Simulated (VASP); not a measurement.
Set up this calculation in VASP 6.6.1, as the native input.

| Property | Result |
| --- | --- |
| Task | single point |
| Functional | PBE |
| Potentials or basis | VASP PAW PBE potentials, release 64 (Pb_d, Te) |
| Cutoff | 520 eV |
| k mesh | 8 × 8 × 8 |
| Occupations | fermi-dirac, width 0.02 eV |
| Spin | no spin polarisation |
| Dipole correction | no |
| Further INCAR settings | ALGO = Normal; EDIFF = 1e-06; NBANDS = 17 |

The structure of TePb lies in POSCAR:

```
TePb
1.0
    0.0000000000      3.2103229127      3.2103229127
    3.2103229127      0.0000000000      3.2103229127
    3.2103229127      3.2103229127      0.0000000000
Pb Te
1 1
Direct
    0.0000000000      0.0000000000      0.0000000000
    0.5000000000      0.5000000000      0.5000000000
```

This cell differs from its parent crystal: strain -1.8%.

One way to write it, as run:

INCAR

```
PREC = Accurate ; ENCUT = 520
EDIFF = 1E-6 ; ISMEAR = -1
SIGMA = 0.02 ; LREAL = False
LASPH = True ; NELM = 60
ALGO = Normal ; ISIF = 2
LWAVE = False ; LCHARG = False
GGA = PE ; NBANDS = 17
```

KPOINTS

```
Automatic mesh
0
Gamma
  8 8 8
```

Potentials or basis: VASP PAW PBE potentials, release 64 (Pb_d, Te).

Command:

```console
$ cat potpaw_PBE.64/Pb_d/POTCAR potpaw_PBE.64/Te/POTCAR > POTCAR
$ mpirun -np 1 vasp_std > vasp.out
```

Results of the run:

```yaml
Pressure: 3.0 GPa
Band_gap_on_the_k_mesh: 0.69 eV
```

Caveat: the cell differs from its parent crystal (strain -1.8%); the cell stands under pressure; the structure was generated, so it needn't be the stable form of TePb; spin-orbit coupling is left out, which moves the levels of the heavy elements.

Run time: 55 s on 1 thread of AMD EPYC 7R13, with other jobs on the host, peak memory 0.18 GiB.
